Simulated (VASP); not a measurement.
# GdN (Fm-3m) in VASP: notebook, part 2 of 2

VASP 6.6.1. Earlier steps stand in the parts before.

## 5. Single point, PBE+U, collinear spin

INCAR

```
ALGO     = Normal         # electronic algorithm
EDIFF    = 1E-6           # SCF threshold, eV
ENCUT    = 600            # plane-wave cutoff, eV
GGA      = PE             # functional
GGA_COMPAT= False        
ISIF     = 2              # what is computed and relaxed
ISMEAR   = -1             # smearing method
ISPIN    = 2              # spin polarisation
LASPH    = True           # aspherical terms in the spheres
LCHARG   = False          # write CHGCAR
LDAU     = True           # DFT+U
LDAUJ    = 0 0          
LDAUL    = 3 -1           # shell
LDAUPRINT= 1            
LDAUTYPE = 2            
LDAUU    = 4 0            # U, eV
LMAXMIX  = 6              # l up to which the mixer works
LORBIT   = 11             # projections on sites
LREAL    = False          # projectors in reciprocal space
LWAVE    = False          # write WAVECAR
MAGMOM   = 7.61 -0.15     # initial moments
NBANDS   = 22             # bands
NELM     = 200            # most SCF steps
PREC     = Accurate       # precision mode
SIGMA    = 0.05           # smearing width, eV
```

KPOINTS

```
k-points
0
Gamma
  14 14 14
```

POSCAR

```
GdN
1.0
    0.0000000000      2.4984501980      2.4984501980
    2.4984501980      0.0000000000      2.4984501980
    2.4984501980      2.4984501980      0.0000000000
Gd N
1 1
Direct
    0.0000000000      0.0000000000      0.0000000000
    0.5000000000      0.5000000000      0.5000000000
```

Potentials or basis: VASP PAW PBE potentials, release 64 (Gd, N).

The run is started by

```console
> cat potpaw_PBE.64/Gd/POTCAR potpaw_PBE.64/N/POTCAR > POTCAR
> mpirun -np 1 vasp_std > vasp.out
```

OUTCAR:

```text
EDIFF = 1E-6
   ENCUT = 600
   GGA = PE
   ISIF = 2
   ISMEAR = -1
   ISPIN = 2
   LASPH = True
   LORBIT = 11
   LREAL = False
   NELM = 200
   PREC = Accurate

 ion  position               nearest neighbor table
   1  0.000  0.000  0.000-   2 2.50   2 2.50   2 2.50   2 2.50   2 2.50   2 2.50
   2  0.500  0.500  0.500-   1 2.50   1 2.50   1 2.50   1 2.50   1 2.50   1 2.50

  LATTYP: Found a face centered cubic cell.
 ALAT       =     4.9969003960

  Lattice vectors:

 A1 = (   0.0000000000,   2.4984501980,   2.4984501980)
 A2 = (   2.4984501980,   0.0000000000,   2.4984501980)
 A3 = (   2.4984501980,   2.4984501980,   0.0000000000)

Analysis of symmetry for initial positions (statically):
=====================================================================
 Subroutine PRICEL returns:
 Original cell was already a primitive cell.

 Routine SETGRP: Setting up the symmetry group for a
 face centered cubic supercell.

[... 240 lines left out ...]
      6      -1.6170      1.00000
[... 1193 lines left out ...]
     21      13.2820      0.00000
     22      19.1222      0.00000

 [... further k-points ...]

------------------------ aborting loop because EDIFF is reached ----------------------------------------

  FORCE on cell =-STRESS in cart. coord.  units (eV):
  Direction    XX          YY          ZZ          XY          YZ          ZX
  --------------------------------------------------------------------------------------
  -------------------------------------------------------------------------------------
  Total        0.0311365      0.0311365      0.0311365      0.0000000      0.0000000     -0.0000000
  in kB        1.5993307      1.5993307      1.5993307      0.0000000      0.0000000     -0.0000000
  external PRESSURE =       1.5993307 kB  Pullay stress =       0.0000000 kB

 VOLUME and BASIS-vectors are now :
 -----------------------------------------------------------------------------
  energy-cutoff  :      600.00
  volume of cell :       31.19
      direct lattice vectors                 reciprocal lattice vectors
     0.000000000  2.498450198  2.498450198    -0.200124061  0.200124061  0.200124061
     2.498450198  0.000000000  2.498450198     0.200124061 -0.200124061  0.200124061
     2.498450198  2.498450198  0.000000000     0.200124061  0.200124061 -0.200124061

 POSITION                                       TOTAL-FORCE (eV/Angst)
 -----------------------------------------------------------------------------------
      0.00000      0.00000      0.00000        -0.000000     -0.000000     -0.000000
      2.49845      2.49845      2.49845         0.000000      0.000000      0.000000
 -----------------------------------------------------------------------------------
    total drift:                                0.000000      0.000000      0.000000

  FREE ENERGIE OF THE ION-ELECTRON SYSTEM (eV)
  ---------------------------------------------------
  free  energy   TOTEN  =       -22.9268549611 eV

  energy  without entropy=      -22.9263557908  energy(sigma->0) =      -22.92660538

 total charge

# of ion       s       p       d       f       tot
--------------------------------------------------
    1        2.035   5.666   0.537   6.976  15.214
    2        1.246   2.378   0.000   0.000   3.623
--------------------------------------------------
tot          3.280   8.043   0.537   6.976  18.837

 magnetization (x)

# of ion       s       p       d       f       tot
--------------------------------------------------
    1       -0.006  -0.085   0.074   6.875   6.858
    2       -0.008  -0.100   0.000   0.000  -0.108
--------------------------------------------------
tot         -0.014  -0.185   0.074   6.875   6.750
```

Run time: 2.4 min. Hardware: 1 thread of AMD EPYC 9R45 (Zen 5), shared host; peak memory 0.26 GiB.

What came out:

```
Free energy                                           : -22.9269 eV
Pressure                                              : 0.2 GPa
Band gap on the k mesh                                : zero (filled and empty bands overlap)
Net moment                                            : 7.00 μB per cell
Site moments                                          : Gd +6.86; N -0.11 μB
Valence electrons inside the program's atomic spheres : Gd 15.21; N 3.62
```

Levels at points of the mesh, in eV from the Fermi level:
Spin up:
```csv
k point,band 11,band 12,band 13,band 14,band 15,band 16,band 17,band 18,band 19,band 20
"(0.00, 0.00, 0.00)",-5.21,-5.21,0.15,0.15,0.15,2.52,2.52,2.52,3.21,4.62
"(0.50, 0.00, 0.00)",-5.21,-5.19,-4.30,-2.49,-2.49,5.13,5.85,5.85,6.55,9.90
"(0.50, 0.50, 0.00)",-5.27,-5.26,-1.40,-0.42,-0.25,-0.25,6.47,6.51,7.54,7.54
```
Spin down:
| k point | band 4 | band 5 | band 6 | band 7 | band 8 | band 9 | band 10 | band 11 | band 12 | band 13 |
| --- | --- | --- | --- | --- | --- | --- | --- | --- | --- | --- |
| (0.00, 0.00, 0.00) | -18.54 | -12.98 | -0.56 | -0.56 | -0.56 | 3.34 | 3.34 | 3.34 | 3.51 | 3.73 |
| (0.50, 0.00, 0.00) | -18.64 | -11.08 | -4.04 | -2.39 | -2.39 | 3.56 | 3.80 | 3.80 | 4.07 | 4.07 |
| (0.50, 0.50, 0.00) | -18.96 | -12.69 | -1.09 | -0.61 | -0.61 | 0.25 | 3.88 | 3.88 | 3.99 | 3.99 |

Eigenvalues of the final occupation matrices:
```
    site  spin  trace                         eigenvalues
site 1 f     1   6.93  0.99 0.99 0.99 0.99 0.99 0.99 0.99
site 1 f     2   0.05  0.00 0.00 0.00 0.00 0.01 0.01 0.01
```

Caveat: spin-orbit coupling is left out, which moves the levels of the heavy elements; a cell with one magnetic atom can't hold antiferromagnetic order, which such compounds often take.

## 6. Summary

| spin | cell | k mesh | smearing | gap on the mesh (eV) | pressure (GPa) | moment (μB) |
| --- | --- | --- | --- | --- | --- | --- |
| collinear, ferromagnetic start | a = 3.535 Å, angles 60.0°, 2 atoms | 6 × 6 × 6 | gaussian 0.1 eV | none | 0.1 | 7.00 |
| collinear | a = 3.533 Å, angles 60.0°, 2 atoms | 14 × 14 × 14 | gaussian 0.1 eV | none | 0.2 | 7.00 |
| collinear | a = 3.533 Å, angles 60.0°, 2 atoms | 14 × 14 × 14 | fermi-dirac 0.05 eV | none | 0.2 | 7.00 |

Alike in all rows: task single point; level PBE+U; potentials or basis VASP PAW PBE potentials, release 64 (Gd, N); Gd f U = 4.0 eV; cutoff (eV) 600.

Caveats: some runs use coarse meshes; spin-orbit coupling is left out, which moves the levels of the heavy elements; a cell with one magnetic atom can't hold antiferromagnetic order, which such compounds often take.

Absolute energies hang on the potentials; compare differences alone.
